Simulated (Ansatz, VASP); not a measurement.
# Two plane-wave programs on ZnO

```
Zn O
1.0
     3.26341    0.00000    0.00000
    -1.63170    2.82619    0.00000
     0.00000    0.00000    7.71892
Zn O
2 2
Cartesian
  0.0000 0.0000 5.7892
  0.0000 0.0000 1.9297
  0.0000 1.8841 1.9297
  1.6317 0.9421 5.7892
```

Alike in both runs: task single point; functional PBE; k mesh 9 × 9 × 4; occupations gaussian, width 0.02 eV; no spin polarisation.

|  | VASP | Ansatz |
| --- | --- | --- |
| version | VASP 6.6.1 | Ansatz 0.2.0 |
| potentials or method | VASP PAW PBE potentials, release 64 (Zn, O), cutoff 520 eV | scalar-relativistic, plane waves, PAW |
| valence electrons in the cell | 36 | 36 |

|  | VASP | Ansatz | Ansatz less VASP |
| --- | --- | --- | --- |
| gap on the k mesh at the Fermi level (eV) | 0.93 | 0.93 | -0.002 |
| least direct gap on the mesh (eV) | 0.93 | 0.93 | -0.002 |
| pressure (GPa) | 1.9 | 1.1 | -0.79 |
| traceless stress, the component that is largest in VASP (GPa) | -1.94 | -1.10 | +0.833 |

With one functional, cell and mesh, what is left measures potentials, basis and numerics.
